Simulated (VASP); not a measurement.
Write the native input for VASP 6.6.1 that does the following.

* Task: single point
* Functional: PBE
* Potentials or basis: VASP PAW PBE potentials, release 64 (Tl_d, Br)
* Cutoff: 500 eV
* k mesh: 6 × 6 × 6
* Occupations: gaussian, width 0.01 eV
* Spin: no spin polarisation
* Dipole correction: no
* Further INCAR settings: ALGO = Normal; EDIFF = 1e-06; NBANDS = 17

The structure of TlBr lies in POSCAR:

```
TlBr
1.0
    3.9451843068      0.0000000000      0.0000000000
    0.0000000000      3.9451843068      0.0000000000
    0.0000000000      0.0000000000      3.9451843068
Tl Br
1 1
Direct
    0.0000000000      0.0000000000      0.0000000000
    0.5000000000      0.5000000000      0.5000000000
```

These files were run (other wordings do the same):

INCAR

```
ALGO     = Normal         # electronic algorithm
EDIFF    = 1E-6           # SCF threshold, eV
ENCUT    = 500            # plane-wave cutoff, eV
GGA      = PE             # functional
GGA_COMPAT= False        
ISIF     = 2              # what is computed and relaxed
ISMEAR   = 0              # smearing method
LASPH    = True           # aspherical terms in the spheres
LCHARG   = False          # write CHGCAR
LREAL    = False          # projectors in reciprocal space
LWAVE    = False          # write WAVECAR
NBANDS   = 17             # bands
NELM     = 120            # most SCF steps
PREC     = Accurate       # precision mode
SIGMA    = 0.01           # smearing width, eV
```

KPOINTS

```
k-points
0
Gamma
  6 6 6
```

Potentials or basis: VASP PAW PBE potentials, release 64 (Tl_d, Br).

Run with:

```console
$ cat potpaw_PBE.64/Tl_d/POTCAR potpaw_PBE.64/Br/POTCAR > POTCAR
$ mpirun -np 1 vasp_std > vasp.out
```

Results of the run:

```
Pressure               : 1.9 GPa
Band gap on the k mesh : 1.79 eV, direct
```

Caveat: spin-orbit coupling is left out, which moves the levels of the heavy elements.

Run time: 16 s on 1 thread of Intel(R) Xeon(R) Platinum 8375C CPU @ 2.90GHz (Ice Lake) (shared host), peak memory 0.17 GiB.
